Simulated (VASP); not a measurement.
The system is Nb3Si2.

```
Nb Si
1.0
     3.88985    0.00000    0.00000
    -1.94493    3.36871    0.00000
     0.00000    0.00000    6.05198
Nb Si
3 2
Direct
  0.00000 0.00000 0.00000
  0.33333 0.66667 0.64500
  0.66667 0.33333 0.35500
  0.33333 0.66667 0.24500
  0.66667 0.33333 0.75500
```

```yaml
Program: VASP 6.6.1
Task: relaxation of cell and atoms
Functional: PBE
Potentials_or_basis: VASP PAW PBE potentials, release 64 (Nb_sv, Si)
Cutoff: 600 eV
k_mesh: 6 × 6 × 4
Occupations: gaussian, width 0.1 eV
Spin: no spin polarisation
```

At the start: pressure 33.0 GPa; volume 15.86 Å³/atom.

Problem. Where does the relaxation end?

Solution. Over 17 steps the energy falls by 367.0 meV/atom and the volume is 17.92 Å³/atom (+13.0 %); space group P-3m1 (No. 164, to 0.05 Å).

Step by step:
```tsv
step	energy change (eV)	largest force (eV/Å)	pressure (GPa)	volume (Å³)
1	0.0000	3.8503	32.97	79.30
2	1.5788	0.5668	-24.76	122.98
3	-1.5174	1.0798	-4.17	94.37
4	-1.5300	1.2215	-2.13	93.12
5	-1.5304	1.2567	-1.67	92.82
6	-1.6728	0.8975	-0.68	91.44
7	-1.7752	0.1354	1.74	88.88
8	-1.7919	0.3572	-2.63	90.96
9	-1.7997	0.1855	-1.15	90.19
10	-1.8215	0.2328	0.63	89.04
11	-1.8217	0.2453	0.79	88.95
12	-1.8308	0.1589	-0.52	89.74
13	-1.8309	0.1504	-0.63	89.81
14	-1.8339	0.0272	0.61	89.17
15	-1.8344	0.0552	0.29	89.34
16	-1.8351	0.0440	-0.21	89.67
17	-1.8351	0.0368	-0.13	89.61
```

Final structure:
```
Nb Si
1.0
     3.97740    0.00000    0.00000
    -1.98870    3.44453    0.00000
     0.00000    0.00000    6.54072
Nb Si
3 2
Cartesian
  0.0000 0.0000 0.0000
  0.0000 2.2964 4.1436
  1.9887 1.1482 2.3972
  0.0000 2.2964 1.3318
  1.9887 1.1482 5.2089
```
